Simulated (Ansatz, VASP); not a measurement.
One calculation of AgCl, two programs

```
Ag Cl
1.0
     3.33142   -0.02958   -0.02958
    -0.02958    3.33142   -0.02958
    -0.02958   -0.02958    3.33142
Ag Cl
1 1
Direct
  0.00000 0.00000 0.00000
  0.50000 0.50000 0.50000
```

Alike in both runs: task single point; functional PBEsol; k mesh 12 × 12 × 12; occupations gaussian, width 0.05 eV; no spin polarisation.

|  | VASP | Ansatz |
| --- | --- | --- |
| version | VASP 6.6.1 | Ansatz 0.2.0 |
| potentials or method | VASP PAW PBE potentials, release 64 (Ag, Cl), cutoff 520 eV | scalar-relativistic, plane waves, PAW |
| valence electrons in the cell | 18 | 26 |

Ansatz gave:

* gap on the k mesh at the Fermi level (eV): 0.39
* least direct gap on the mesh (eV): 2.24
* pressure (GPa): 0.0
* traceless stress, the component that is largest in VASP (GPa): -0.21

Which values does VASP return?

gap on the k mesh at the Fermi level (eV): 0.39; least direct gap on the mesh (eV): 2.24; pressure (GPa): -0.1; traceless stress, the component that is largest in VASP (GPa): -0.21.

VASP's potentials were made for PBE, not for PBEsol. With one functional, cell and mesh, what is left measures potentials, basis and numerics. VASP's potentials hold 18 valence electrons a cell and Ansatz's 26, so a difference there can come from the potentials and not from the codes.
